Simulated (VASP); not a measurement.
Here is a VASP 6.6.1 calculation.

Contents of INCAR:

```
SYSTEM = SiGe3
ALGO = Normal ; EDIFF = 1E-7
ENCUT = 520 ; GGA = PE
ISIF = 2 ; ISMEAR = 0
LASPH = .True. ; LCHARG = .True.
LELF = .True. ; LREAL = .False.
LVHAR = .True. ; LWAVE = .False.
NBANDS = 31 ; NELM = 60
PREC = Accurate ; SIGMA = 0.1
```

The input KPOINTS:

```
k-points
0
Gamma
  16 16 6
  0 0 0
```

POSCAR

```
SiGe3
1.0
    2.9253201186      0.0000000000      0.0000000000
    0.0000000000      2.9253201186      0.0000000000
    0.0000000000      0.0000000000      8.6169791735
Si Ge
1 3
Direct
    0.5000000000      0.5000000000      0.0000000000
    0.0000000000      0.0000000000      0.7666489801
    0.5000000000      0.5000000000      0.5000000000
    0.0000000000      0.0000000000      0.2333510199
```

Potentials or basis: VASP PAW PBE potentials, release 64 (Si, Ge_d).

Run with:

```console
$ cat potpaw_PBE.64/Si/POTCAR potpaw_PBE.64/Ge_d/POTCAR > POTCAR
$ mpirun -np 1 vasp_std > vasp.out
```

Q: Predict the band gap on the k mesh.

A: Zero (bands 23 and 24 overlap by 5.52 eV).

Q: Predict the pressure.

A: -0.1 GPa.

Forces on the atoms (eV/Å):
```
Si   0.000  0.000  0.000
Ge   0.000  0.000  0.002
Ge   0.000  0.000  0.000
Ge   0.000  0.000 -0.002
```
